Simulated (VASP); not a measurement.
Crystal: GaSb.

```
Sb Ga
1.0
     0.00000    3.03847    3.03847
     3.03847    0.00000    3.03847
     3.03847    3.03847    0.00000
Sb Ga
1 1
Direct
  0.75000 0.75000 0.75000
  0.00000 0.00000 0.00000
```

Base run:

```yaml
Program: VASP 6.6.1
Functional: PBEsol
Potentials_or_basis: VASP PAW PBE potentials, release 64 (Sb, Ga_d)
Cutoff: 520 eV
k_mesh: 8 × 8 × 8
Occupations: fermi-dirac, width 0.05 eV
Spin: no spin polarisation
```

Its results: band gap on the k mesh 0.13 eV, direct; pressure 1.0 GPa.

Task: The run is repeated on the same cell with these changes: functional from PBEsol to revPBE. What comes out?

Result: Band gap on the k mesh 0.25 eV, direct; pressure 4.7 GPa.

revPBE binds less tightly than PBEsol, so the same cell stands under more pressure.

Caveats: the PAW data sets were made with another functional, which shifts forces and pressure a little; spin-orbit coupling is left out, which moves the levels of the heavy elements.

A k mesh can miss the band edges.
